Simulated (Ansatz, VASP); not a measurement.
# HfO2 in VASP and in Ansatz

```xyz
6
Lattice="4.7907 0.0000 0.0000 0.0000 4.7907 0.0000 0.0000 0.0000 3.1835" Properties=species:S:1:pos:R:3 pbc="T T T"
Hf    0.0000    0.0000    0.0000
Hf    2.3953    2.3953    1.5918
O     0.9341    3.8566    1.5918
O     1.4612    1.4612    0.0000
O     3.3294    3.3294    0.0000
O     3.8566    0.9341    1.5918
```

Change from the starting cell: mode 16 frozen in at +0.000 Å, equal normal strain along x, y and z -0.0083.

Alike in both runs: task single point; functional PBEsol; k mesh 6 × 6 × 8; occupations gaussian, width 0.05 eV; no spin polarisation.

```csv
,VASP,Ansatz
version,VASP 6.6.1,Ansatz 0.2.0
potentials or method,"VASP PAW PBE potentials, release 64 (Hf_pv, O), cutoff 520 eV","scalar-relativistic, plane waves, PAW"
valence electrons in the cell,44,76
```

VASP gave:

* gap on the k mesh at the Fermi level (eV): 3.93
* least direct gap on the mesh (eV): 3.93
* pressure (GPa): 3.2
* traceless stress, the component that is largest in VASP (GPa): 0.65
* rms of the force components (eV/Å): 0.016

Q: What did Ansatz give for the same quantities?

A: gap on the k mesh at the Fermi level (eV): 3.99; least direct gap on the mesh (eV): 3.99; pressure (GPa): 6.0; traceless stress, the component that is largest in VASP (GPa): 1.09; rms of the force components (eV/Å): 0.039.

VASP's potentials were made for PBE, not for PBEsol, and Ansatz warns of the same on its side. Atom by atom the forces differ by 0.023 eV/Å (rms over components). With one functional, cell and mesh, what is left measures potentials, basis and numerics. VASP's potentials hold 44 valence electrons a cell and Ansatz's 76, so a difference there can come from the potentials and not from the codes.

Neither program's run includes spin-orbit coupling.
